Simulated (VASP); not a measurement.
Here is a VASP 6.6.1 calculation.

POSCAR

```
GaN
1.0
    2.6955547957      0.0000000000      0.0000000000
    0.0000000000      2.6955547957      0.0000000000
    0.0000000000      0.0000000000      2.6955547957
Ga N
1 1
Direct
    0.0000000000      0.0000000000      0.0000000000
    0.5000000000      0.5000000000      0.5000000000
```

INCAR.step1

```
  ALGO = Normal
  EDIFF = 1E-5
  ENCUT = 660
  GGA = PE
  GGA_COMPAT = F
  ISMEAR = -1
  LASPH = T
  LCHARG = F
  LREAL = F
  LWAVE = T
  NBANDS = 16
  NELM = 120
  PREC = Accurate
  SIGMA = 0.02
```

Contents of INCAR.step2:

```
  ALGO = Normal
  EDIFF = 1E-6
  ENCUT = 660
  GGA_COMPAT = F
  ISIF = 2
  ISMEAR = -1
  ISTART = 1
  LASPH = T
  LCHARG = T
  LELF = T
  LMIXTAU = T
  LREAL = F
  LVHAR = T
  LWAVE = F
  METAGGA = R2SCAN
  NBANDS = 16
  NELM = 120
  PREC = Accurate
  SIGMA = 0.02
```

KPOINTS

```
k-points
0
Gamma
  4 4 4
```

Potentials or basis: VASP PAW PBE potentials, release 64 (Ga_d, N).

Launch:

```bash
$ cat potpaw_PBE.64/Ga_d/POTCAR potpaw_PBE.64/N/POTCAR > POTCAR
$ cp INCAR.step1 INCAR
$ mpirun -np 1 vasp_std > vasp.out
$ cp INCAR.step2 INCAR
$ mpirun -np 1 vasp_std > vasp.out
```

**Question.** Predict the pressure.

**Answer.** 1.3 GPa.

**Question.** Estimate the band gap on the k mesh.

**Answer.** Zero (bands 9 and 10 overlap by 1.57 eV).

Caveat: the k points lie up to 0.58 Å⁻¹ apart, too coarse for converged energies and pressures of a metal; the structure was generated, so it needn't be the stable form of GaN; the PAW data sets were made with another functional, which shifts forces and pressure a little.
